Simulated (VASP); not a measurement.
# Ni (Im-3m) in VASP: further runs

Runs on Ni. Level: r2SCAN. Tasks: single point, relaxation of cell and atoms.

Program: VASP 6.6.1. These are calculated values, not measurements. Logs are shortened: lines on timing, memory, paths and dates and some standing lists are left out, and cuts for length are marked.

### 1 The cell of the first run

It takes space group Im-3m (No. 229, cubic). The conventional cell has a = 2.765 Å, b = 2.765 Å, c = 2.765 Å, α = 90.00°, β = 90.00°, γ = 90.00°. Within 3.2 Å of Ni (site symmetry m-3m) lie 14 Ni at 2.39 to 2.76 Å.

### 2 Single point, r2SCAN, collinear spin, ferromagnetic start

Contents of POSCAR:

```
Ni
1.0
   -1.3824379998      1.3824379998      1.3824379998
    1.3824379998     -1.3824379998      1.3824379998
    1.3824379998      1.3824379998     -1.3824379998
Ni
1
Direct
    0.0000000000      0.0000000000      0.0000000000
```

Contents of INCAR.step1:

```
ALGO = Normal
EDIFF = 1E-4
ENCUT = 520
GGA = PE
ISMEAR = -1
ISPIN = 2
LASPH = T
LCHARG = F
LMAXMIX = 4
LREAL = F
LWAVE = T
MAGMOM = 0.655
NBANDS = 15
NELM = 150
PREC = Accurate
SIGMA = 0.05
```

Contents of INCAR.step2:

```
ALGO = Normal
EDIFF = 1E-7
ENCUT = 520
ISIF = 2
ISMEAR = -1
ISPIN = 2
ISTART = 1
LASPH = T
LCHARG = F
LMAXMIX = 4
LMIXTAU = T
LORBIT = 11
LREAL = F
LWAVE = F
MAGMOM = 0.655
METAGGA = R2SCAN
NBANDS = 15
NELM = 150
PREC = Accurate
SIGMA = 0.05
```

Contents of KPOINTS:

```
k-points
0
Gamma
  26 26 26
```

Potentials or basis: VASP PAW PBE potentials, release 64 (Ni).

The run is started by

```
cat potpaw_PBE.64/Ni/POTCAR > POTCAR
cp INCAR.step1 INCAR
mpirun -np 1 vasp_std > vasp.out
cp INCAR.step2 INCAR
mpirun -np 1 vasp_std > vasp.out
```

OUTCAR:

```text
EDIFF = 1E-7
   ENCUT = 520
   ISIF = 2
   ISMEAR = -1
   ISPIN = 2
   ISTART = 1
   LASPH = T
   LORBIT = 11
   LREAL = F
   METAGGA = R2SCAN
   NELM = 150
   PREC = Accurate

 ion  position               nearest neighbor table
   1  0.000  0.000  0.000-

  LATTYP: Found a body centered cubic cell.
 ALAT       =     2.7648759996

  Lattice vectors:

 A1 = (  -1.3824379998,   1.3824379998,   1.3824379998)
 A2 = (   1.3824379998,  -1.3824379998,   1.3824379998)
 A3 = (   1.3824379998,   1.3824379998,  -1.3824379998)

Analysis of symmetry for initial positions (statically):
=====================================================================
 Subroutine PRICEL returns:
 Original cell was already a primitive cell.

 Routine SETGRP: Setting up the symmetry group for a
 body centered cubic supercell.

 Subroutine GETGRP returns: Found 48 space group operations
 (whereof 48 operations were pure point group operations)
 out of a pool of 48 trial point group operations.

The static configuration has the point symmetry O_h .

Analysis of symmetry for dynamics (positions and initial velocities):
=====================================================================
 Subroutine PRICEL returns:
 Original cell was already a primitive cell.

 Routine SETGRP: Setting up the symmetry group for a
 body centered cubic supercell.

 Subroutine GETGRP returns: Found 48 space group operations
 (whereof 48 operations were pure point group operations)
 out of a pool of 48 trial point group operations.

The dynamic configuration has the point symmetry O_h .

Analysis of structural, dynamic, and magnetic symmetry:
=====================================================================
 Subroutine PRICEL returns:
 Original cell was already a primitive cell.

 Routine SETGRP: Setting up the symmetry group for a
 body centered cubic supercell.

 Subroutine GETGRP returns: Found 48 space group operations
 (whereof 48 operations were pure point group operations)
 out of a pool of 48 trial point group operations.

The overall configuration has the point symmetry O_h .

 Subroutine INISYM returns: Found 48 space group operations
 (whereof 48 operations are pure point group operations),
 and found     1 'primitive' translations

----------------------------------------------------------------------------------------

                                     Primitive cell

  volume of cell :      10.5681

  direct lattice vectors                    reciprocal lattice vectors
    -1.382438000  1.382438000  1.382438000     0.000000000  0.361679873  0.361679873
     1.382438000 -1.382438000  1.382438000     0.361679873  0.000000000  0.361679873
     1.382438000  1.382438000 -1.382438000     0.361679873  0.361679873  0.000000000

  length of vectors
     2.394452854  2.394452854  2.394452854     0.511492581  0.511492581  0.511492581

  position of ions in fractional coordinates (direct lattice)
     0.000000000  0.000000000  0.000000000

  ion indices of the primitive-cell ions
   primitive index   ion index
                 1           1

----------------------------------------------------------------------------------------

 KPOINTS: k-points

Automatic generation of k-mesh.
 Grid dimensions read from file:
 generate k-points for:   26   26   26

 Generating k-lattice:

  Cartesian coordinates                     Fractional coordinates (reciprocal lattice)
     0.000000000  0.013910764  0.013910764     0.038461538  0.000000000  0.000000000
     0.013910764  0.000000000  0.013910764     0.000000000  0.038461538  0.000000000
     0.013910764  0.013910764  0.000000000     0.000000000  0.000000000  0.038461538

  Length of vectors
     0.019672792  0.019672792  0.019672792

  Shift w.r.t. Gamma in fractional coordinates (k-lattice)
     0.000000000  0.000000000  0.000000000

 Subroutine IBZKPT returns following result:
 ===========================================

 Found    511 irreducible k-points:

 Following reciprocal coordinates:
            Coordinates               Weight
  0.000000  0.000000  0.000000      1.000000
  0.038462  0.000000  0.000000     12.000000
  0.076923  0.000000  0.000000     12.000000
  0.115385  0.000000  0.000000     12.000000
  0.153846  0.000000  0.000000     12.000000
  0.192308  0.000000  0.000000     12.000000
[... 16 lines left out ...]
  0.346154  0.038462  0.000000     48.000000
  0.384615  0.038462 -0.000000     48.000000
 [... further k-points ...]
   k-points           NKPTS =    511   k-points in BZ     NKDIM =    511   number of bands    NBANDS=     15
   number of dos      NEDOS =    301   number of ions     NIONS =      1
   total plane-waves  NPLWV =   5832
   dimension x,y,z NGX =    18 NGY =   18 NGZ =   18
   dimension x,y,z NGXF=    36 NGYF=   36 NGZF=   36
   ions per type =               1
   NGX,Y,Z   is equivalent  to a cutoff of  12.50, 12.50, 12.50 a.u.
   NGXF,Y,Z  is equivalent  to a cutoff of  24.99, 24.99, 24.99 a.u.
 SYSTEM =  unknown system
   PREC   = accura    normal or accurate (medium, high low for compatibility)
   ISTART =      1    job   : 0-new  1-cont  2-samecut
   ICHARG =      0    charge: 1-file 2-atom 10-const
   ISPIN  =      2    spin polarized calculation?
   LNONCOLLINEAR =      F non collinear calculations
   LSORBIT =      F    spin-orbit coupling
   LASPH  =      T    aspherical Exc in radial PAW
   ENCUT  =  520.0 eV  38.22 Ry    6.18 a.u.   4.45  4.45  4.45*2*pi/ulx,y,z
   NELM   =    150;   NELMIN=  2; NELMDL=  0     # of ELM steps
   EDIFF  = 0.1E-06   stopping-criterion for ELM
   LREAL  =      F    real-space projection
   EDIFFG = 0.1E-05   stopping-criterion for IOM
   NSW    =      0    number of steps for IOM
   IBRION =     -1    ionic relax: 0-MD 1-quasi-New 2-CG
   NFREE  =      0    steps in history (QN), initial steepest desc. (CG)
   ISIF   =      2    stress and relaxation
   ISYM   =      2    0-nonsym 1-usesym 2-fastsym
   POTIM  = 0.5000    time-step for ionic-motion
   TEBEG  =    0.0;   TEEND  =   0.0 temperature during run
   PSTRESS=    0.0 pullay stress
   NELECT =      10.0000    total number of electrons
   NUPDOWN=      -1.0000    fix difference up-down
   EMIN   =  10.00;   EMAX   =-10.00  energy-range for DOS
   EFERMI =   0.00;   METHOD = LEGACY
   ISMEAR =    -1;   SIGMA  =   0.05  broadening in eV -4-tet -1-fermi 0-gaus
   EFERMI_NEDOS =   21; number of points for ismear=-14 and -15
   IALGO  =     38    algorithm
   IMIX   =      4    mixing-type and parameters
     AMIX     =   0.40;   BMIX     =  1.00
     AMIX_MAG =   1.60;   BMIX_MAG =  1.00
  volume/ion in A,a.u.               =      10.57        71.32
  Fermi-wavevector in a.u.,A,eV,Ry     =   1.607222  3.037209 35.146055  2.583162
  Thomas-Fermi vector in A             =   2.703285
   LORBIT       =     11    0 simple, 1 ext, 2 COOP (PROOUT), +10 PAW based schemes
   METAGGA = R2SCAN    functional components
   LHFCALC =     F    Hartree Fock is set to
   AEXX    =    0.0000 exact exchange contribution
   IVDW    =     0    specifies the selected vdW correction
   LEPSILON=     F    determine dielectric tensor
   LRPA    =     F    only Hartree local field effects (RPA)
 spin polarized calculation
  energy-cutoff  :      520.00
  volume of cell :       10.57
 maximum number of plane-waves:       321
 NGX is ok and might be reduce to    18

 number of electron      10.0000005 magnetization       0.6145993

 Free energy of the ion-electron system (eV)
  ---------------------------------------------------
  ext. energy  EPLUGINS =         0.00000000
  ---------------------------------------------------
  free energy    TOTEN  =       -11.83601941 eV

  energy without entropy =      -11.82699932  energy(sigma->0) =      -11.83150937

 E-fermi :   9.5258     XC(G=0): -14.5602

 val. band max:        9.5231257235   @ k =  -0.3077   0.3077   0.0769
 cond. band min:       9.5280164073   @ k =   0.3846   0.1538   0.0000
 fundamental gap:      0.0048906838
 Fermi energy:         9.5257521598

 spin component 1

 k-point     1 :       0.0000    0.0000    0.0000
  band No.  band energies     occupation
      1       0.1062      1.00000
      2       6.8246      1.00000
      3       6.8248      1.00000
      4       6.8248      1.00000
      5       8.3875      1.00000
      6       8.3875      1.00000
      7      37.3168      0.00000
      8      37.3170      0.00000
      9      37.3170      0.00000
     10      42.5456      0.00000
     11      42.5456      0.00000
     12      44.0890      0.00000
     13      44.0892      0.00000
     14      44.0892      0.00000
     15      44.2761      0.00000
[... 397 lines left out ...]
 k-point    24 :       0.3846    0.0385   -0.0000
  band No.  band energies     occupation
      1       4.3667      1.00000
      2       5.9458      1.00000
      3       8.0502      1.00000
      4       8.2790      1.00000
      5       8.6162      1.00000
      6       9.1665      0.99924
      7      18.6393      0.00000
      8      29.7503      0.00000
      9      31.2464      0.00000
     10      35.0260      0.00000
     11      38.8271      0.00000
     12      46.5569      0.00000
     13      49.1197      0.00000
     14      52.5970      0.00000
     15      56.8698      0.00000

 [... further k-points ...]

 spin component 2

 k-point     1 :       0.0000    0.0000    0.0000
  band No.  band energies     occupation
      1      -0.0740      1.00000
      2       7.9457      1.00000
      3       7.9457      1.00000
      4       7.9459      1.00000
      5       8.9946      0.99998
      6       8.9946      0.99998
      7      37.2842      0.00000
      8      37.2842      0.00000
      9      37.2843      0.00000
     10      42.5337      0.00000
     11      42.5337      0.00000
     12      44.4629      0.00000
     13      44.4629      0.00000
     14      44.4629      0.00000
     15      44.6197      0.00000
[... 397 lines left out ...]
 k-point    24 :       0.3846    0.0385   -0.0000
  band No.  band energies     occupation
      1       4.7341      1.00000
      2       6.9601      1.00000
      3       8.3025      1.00000
      4       9.0956      0.99982
      5       9.2374      0.99688
      6      10.2947      0.00000
      7      18.9952      0.00000
      8      29.7407      0.00000
      9      31.4620      0.00000
     10      35.2206      0.00000
     11      39.0283      0.00000
     12      46.7463      0.00000
     13      49.3265      0.00000
     14      54.8276      0.00000
     15      57.2343      0.00000

 [... further k-points ...]
[... 5 lines left out ...]
  --------------------------------------------------------------------------------------
  -------------------------------------------------------------------------------------
  Total        0.0355872      0.0355872      0.0355872      0.0000000      0.0000000     -0.0000000
  in kB        5.3952058      5.3952058      5.3952058      0.0000000      0.0000000     -0.0000000
  external PRESSURE =       5.3952058 kB  Pullay stress =       0.0000000 kB

 VOLUME and BASIS-vectors are now :
 -----------------------------------------------------------------------------
  energy-cutoff  :      520.00
  volume of cell :       10.57
      direct lattice vectors                 reciprocal lattice vectors
    -1.382438000  1.382438000  1.382438000     0.000000000  0.361679873  0.361679873
     1.382438000 -1.382438000  1.382438000     0.361679873  0.000000000  0.361679873
     1.382438000  1.382438000 -1.382438000     0.361679873  0.361679873  0.000000000

 POSITION                                       TOTAL-FORCE (eV/Angst)
 -----------------------------------------------------------------------------------
      0.00000      0.00000      0.00000         0.000000      0.000000     -0.000000
 -----------------------------------------------------------------------------------
    total drift:                                0.000000     -0.000000      0.000000

  FREE ENERGIE OF THE ION-ELECTRON SYSTEM (eV)
  ---------------------------------------------------
  free  energy   TOTEN  =       -11.8360194072 eV

  energy  without entropy=      -11.8269993237  energy(sigma->0) =      -11.83150937

 total charge

# of ion       s       p       d       tot
------------------------------------------
    1        0.518   0.528   8.359   9.405

 magnetization (x)

# of ion       s       p       d       tot
------------------------------------------
    1       -0.008  -0.030   0.668   0.630
```

It took 6.6 min on 1 thread of AMD EPYC 9R45 (Zen 5), shared host; peak memory 0.2 GiB.

Results:

```
Free energy                                           : -11.8360 eV
Pressure                                              : 0.5 GPa
Net moment                                            : 0.61 μB per cell
Site moments                                          : Ni +0.63 μB
Valence electrons inside the program's atomic spheres : Ni 9.40
```

Caveat: the PAW data sets were made with another functional, which shifts forces and pressure a little.

### 3 Relaxation of cell and atoms, r2SCAN, collinear spin, antiferromagnetic start

This run uses another cell than the first one: it holds 2 atoms, not 1.

Contents of POSCAR:

```
Ni
1.0
    2.7969054095      0.0000000000      0.0000000000
    0.0000000000      2.7969054095      0.0000000000
    0.0000000000      0.0000000000      2.7969054095
Ni
2
Direct
    0.0000000000      0.0000000000      0.0000000000
    0.5000000000      0.5000000000      0.5000000000
```

Contents of INCAR.step1:

```
SYSTEM = Ni
PREC = Accurate
ENCUT = 600
ISMEAR = -1
SIGMA = 0.05
LREAL = .FALSE.
LASPH = .TRUE.
NELM = 150
ISPIN = 2
MAGMOM = 0.8 -0.8
LMAXMIX = 4
GGA = PE
ALGO = Normal
EDIFF = 1E-4
LWAVE = .TRUE.
LCHARG = .FALSE.
```

Contents of INCAR.step2:

```
SYSTEM = Ni
PREC = Accurate
ENCUT = 600
EDIFF = 1E-7
ISMEAR = -1
SIGMA = 0.05
LREAL = .FALSE.
LASPH = .TRUE.
NELM = 150
ALGO = Normal
ISIF = 3
LWAVE = .FALSE.
LCHARG = .FALSE.
ISPIN = 2
MAGMOM = 0.8 -0.8
LORBIT = 11
LMAXMIX = 4
METAGGA = R2SCAN
LMIXTAU = .TRUE.
IBRION = 2
NSW = 80
EDIFFG = -0.01
ISTART = 1
```

Contents of KPOINTS:

```
Automatic mesh
0
G
  11 11 11
  0 0 0
```

Potentials or basis: VASP PAW PBE potentials, release 64 (Ni).

The run is started by

```
cat potpaw_PBE.64/Ni/POTCAR > POTCAR
cp INCAR.step1 INCAR
mpirun -np 1 vasp_std > vasp.out
cp INCAR.step2 INCAR
mpirun -np 1 vasp_std > vasp.out
```

OUTCAR:

```text
SYSTEM = Ni
   PREC = Accurate
   ENCUT = 600
   EDIFF = 1E-7
   ISMEAR = -1
   LREAL = .FALSE.
   LASPH = .TRUE.
   NELM = 150
   ISIF = 3
   ISPIN = 2
   LORBIT = 11
   METAGGA = R2SCAN
   IBRION = 2
   NSW = 80
   EDIFFG = -0.01
   ISTART = 1

 ion  position               nearest neighbor table
   1  0.000  0.000  0.000-   2 2.42   2 2.42   2 2.42   2 2.42   2 2.42   2 2.42   2 2.42   2 2.42

   2  0.500  0.500  0.500-   1 2.42   1 2.42   1 2.42   1 2.42   1 2.42   1 2.42   1 2.42   1 2.42

  LATTYP: Found a simple cubic cell.
 ALAT       =     2.7969054095

  Lattice vectors:

 A1 = (   2.7969054095,   0.0000000000,   0.0000000000)
 A2 = (   0.0000000000,   2.7969054095,   0.0000000000)
 A3 = (   0.0000000000,   0.0000000000,   2.7969054095)

Analysis of symmetry for initial positions (statically):
=====================================================================
 Subroutine PRICEL returns following result:

[... 1131 lines left out ...]

 E-fermi :   9.5128     XC(G=0): -14.6217

 val. band max:        9.5091311092   @ k =   0.3636   0.1818   0.0909
 cond. band min:       9.5244173497   @ k =   0.3636   0.1818   0.1818
 fundamental gap:      0.0152862405
 Fermi energy:         9.5128367730

 spin component 1

 k-point     1 :       0.0000    0.0000    0.0000
  band No.  band energies     occupation
      1       0.1001      1.00000
      2       5.1449      1.00000
      3       5.1449      1.00000
      4       7.4940      1.00000
      5       7.4940      1.00000
      6       7.4940      1.00000
      7       8.8253      1.00000
      8       8.8253      1.00000
      9       9.7176      0.01638
     10       9.7176      0.01638
     11       9.7176      0.01638
     12      20.1762      0.00000
[... 834 lines left out ...]
  FREE ENERGIE OF THE ION-ELECTRON SYSTEM (eV)
  ---------------------------------------------------
  free  energy   TOTEN  =       -23.5642225582 eV

  energy  without entropy=      -23.5319877486  energy(sigma->0) =      -23.54810515

 reached required accuracy - stopping structural energy minimisation

 total charge

# of ion       s       p       d       tot
------------------------------------------
    1        0.518   0.536   8.372   9.426
    2        0.518   0.536   8.372   9.426
--------------------------------------------------
tot          1.037   1.071  16.743  18.851

 magnetization (x)

# of ion       s       p       d       tot
------------------------------------------
    1        0.000  -0.000   0.000   0.000
    2       -0.000   0.000  -0.000  -0.000
--------------------------------------------------
tot          0.000   0.000   0.000   0.000
```

OSZICAR.step1:

```text
N       E                     dE             d eps       ncg     rms          rms(c)
DAV:   1     0.989188988149E+02    0.98919E+02   -0.10483E+04  3224   0.225E+03
DAV:   2    -0.991830160153E+01   -0.10884E+03   -0.10442E+03  3160   0.309E+02
DAV:   3    -0.126365569857E+02   -0.27183E+01   -0.26471E+01  3490   0.710E+01
DAV:   4    -0.126690344022E+02   -0.32477E-01   -0.32468E-01  4098   0.637E+00
DAV:   5    -0.126696247724E+02   -0.59037E-03   -0.59035E-03  3462   0.723E-01    0.138E+01
DAV:   6    -0.113545510415E+02    0.13151E+01   -0.16067E+01  3208   0.840E+01    0.837E+00
DAV:   7    -0.107577695874E+02    0.59678E+00   -0.29104E+00  3172   0.350E+01    0.265E+00
DAV:   8    -0.107352055008E+02    0.22564E-01   -0.72554E-02  5414   0.657E+00    0.869E-01
DAV:   9    -0.107333035492E+02    0.19020E-02   -0.39257E-03  3392   0.872E-01    0.377E-01
DAV:  10    -0.107326144708E+02    0.68908E-03   -0.19967E-04  2108   0.333E-01    0.176E-01
DAV:  11    -0.107325258978E+02    0.88573E-04   -0.26525E-04  1640   0.582E-01
   1 F= -.10732526E+02 E0= -.10715060E+02  d E =-.349323E-01  mag=     0.0000
```

Run time: 7.5 min. Hardware: 1 thread of Oxide Virtual Turin-like, shared host; peak memory 0.14 GiB.

Results:

```yaml
Free_energy: -23.5642 eV
Relaxed_volume: 10.46 Å³/atom
Relaxed_cell: a = 2.755 Å, b = 2.755 Å, c = 2.755 Å, α = 90.00°, β = 90.00°, γ = 90.00°
Space_group_after_relaxing_to_0.05_Å: Im-3m (No. 229)
Energy_gained_by_relaxing: 14.1 meV/atom
Ionic_steps: 3
Pressure_after_relaxing: 0.1 GPa
Band_gap_on_the_k_mesh: zero (filled and empty bands overlap)
Net_moment: 0.00 μB per cell
Valence_electrons_inside_the_program's_atomic_spheres: Ni 9.43
```

The path:
```
step  energy change (eV)  largest force (eV/Å)  pressure (GPa)  volume (Å³)
   1              0.0000                0.0000           -8.95        21.88
   2              0.0021                0.0000           11.14        20.00
   3             -0.0282                0.0000            0.13        20.92
```

Final structure:
```
Ni
1.0
     2.75547    0.00000    0.00000
     0.00000    2.75547    0.00000
     0.00000    0.00000    2.75547
Ni
2
Cartesian
  0.0000 0.0000 0.0000
  1.3777 1.3777 1.3777
```

Caveat: the PAW data sets were made with another functional, which shifts forces and pressure a little.
